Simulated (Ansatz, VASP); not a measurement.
## Two plane-wave programs on Al2Cu

```
Al Cu
1.0
    -2.87485    2.87485    2.49010
     2.87485   -2.87485    2.49010
     2.87485    2.87485   -2.49010
Al Cu
4 2
Direct
  0.15872 0.65872 0.81744
  0.65872 0.84128 0.50000
  0.84128 0.34128 0.18256
  0.34128 0.15872 0.50000
  0.75000 0.75000 0.00000
  0.25000 0.25000 0.00000
```

Alike in both runs: task single point; functional PBE; k mesh 10 × 10 × 10; occupations gaussian, width 0.15 eV; no spin polarisation.

|  | VASP | Ansatz |
| --- | --- | --- |
| version | VASP 6.6.1 | Ansatz 0.2.0 |
| potentials or method | VASP PAW PBE potentials, release 64 (Al, Cu), cutoff 520 eV | scalar-relativistic, plane waves, PAW |
| valence electrons in the cell | 34 | 50 |

|  | VASP | Ansatz | Ansatz less VASP |
| --- | --- | --- | --- |
| gap on the k mesh at the Fermi level (eV) | none | none | - |
| pressure (GPa) | 10.9 | 10.6 | -0.39 |
| traceless stress, the component that is largest in VASP (GPa) | -6.54 | -6.62 | -0.076 |
| rms of the force components (eV/Å) | 0.100 | 0.101 | +0.0013 |

Atom by atom the forces differ by 0.001 eV/Å (rms over components). A gap of «none» marks a metal or a gap that the smearing closes. VASP's potentials hold 34 valence electrons a cell and Ansatz's 50, so a difference there can come from the potentials and not from the codes.
